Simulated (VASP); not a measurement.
The system is BN (lda).

```
B N
1.0
     2.52269    0.00000    0.00000
    -1.26135    2.18472    0.00000
     0.00000    0.00000    4.17433
B N
2 2
Direct
  0.33333 0.66667 0.99980
  0.66667 0.33333 0.49980
  0.33333 0.66667 0.37420
  0.66667 0.33333 0.87420
```

Base run:

```yaml
Program: VASP 6.6.1
Functional: LDA
Potentials_or_basis: VASP PAW LDA potentials, release 64 (B_h, N_h)
Cutoff: 910 eV
k_mesh: 9 × 9 × 6
Occupations: gaussian, width 0.02 eV
Spin: no spin polarisation
```

Its results: band gap on the k mesh 4.91 eV, indirect (least direct gap 8.28 eV); pressure 0.7 GPa; largest force 0.003 eV/Å.

Task: The run is repeated on the same cell with these changes: potentials or basis from VASP PAW LDA potentials, release 64 (B_h, N_h) to VASP PAW LDA potentials, release 64 (B, N); cutoff from 910 eV to 520 eV; further incar settings from ALGO = Normal; EDIFF = 1e-06; NBANDS = 16 to ALGO = Normal; EDIFF = 1e-07; NBANDS = 16. What comes out?

Result: Band gap on the k mesh 4.90 eV, indirect (least direct gap 8.28 eV); pressure 1.2 GPa; largest force 0.003 eV/Å.

Caveats: the cutoff is under 1.25 times the usual one of these potentials, so pressure, stress and relaxed cells hold a basis-set (Pulay) error (some runs).

A k mesh can miss the band edges.
